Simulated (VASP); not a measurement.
**C: single point with r2SCAN**

Crystal: C.

```
CELL_PARAMETERS angstrom
2.49379 0.00000 0.00000
-1.24690 2.15969 0.00000
0.00000 0.00000 4.23139
ATOMIC_POSITIONS crystal
C 0.33333 0.66667 0.99959
C 0.66667 0.33333 0.49959
C 0.33333 0.66667 0.37441
C 0.66667 0.33333 0.87441
```

This cell differs from its parent crystal: strained cell.

```yaml
Program: VASP 6.6.1
Task: single point
Functional: r2SCAN
Potentials_or_basis: VASP PAW PBE potentials, release 64 (C_h)
Cutoff: 1430 eV
k_mesh: 9 × 9 × 6
Occupations: gaussian, width 0.02 eV
Spin: no spin polarisation
```

```yaml
Pressure: -3.7 GPa
Largest_force: 0.003 eV/Å
Band_gap_on_the_k_mesh: 3.62 eV (least direct gap 5.07 eV)
```

Forces in eV/Å, atoms in the order of the input:
```
C    0.000  0.000 -0.003
C    0.000  0.000 -0.003
C    0.000  0.000  0.003
C    0.000  0.000  0.003
```

Stress tensor (GPa, compression positive):
```
  4.33   0.00   0.00
  0.00   4.33   0.00
  0.00   0.00 -19.76
```

Levels at points of the mesh, in eV from the valence-band top:
| k point | band 6 | band 7 | band 8 | band 9 | band 10 | band 11 |
| --- | --- | --- | --- | --- | --- | --- |
| (0.00, 0.00, 0.00) | -0.46 | 0.00 | 0.00 | 5.07 | 5.49 | 5.49 |
| (0.00, 0.00, 0.50) | -1.80 | -1.80 | -1.80 | 7.76 | 7.76 | 7.76 |

Wall time 3.3 min on 1 thread of AMD EPYC 7R43 64-Core Processor (Zen 3) (shared host), peak memory 0.22 GiB.

Caveat: the cell differs from its parent crystal (strained cell); the stress differs along the axes, from -20 to 4 GPa; the PAW data sets were made with another functional, which shifts forces and pressure a little. A k mesh can miss the band edges.
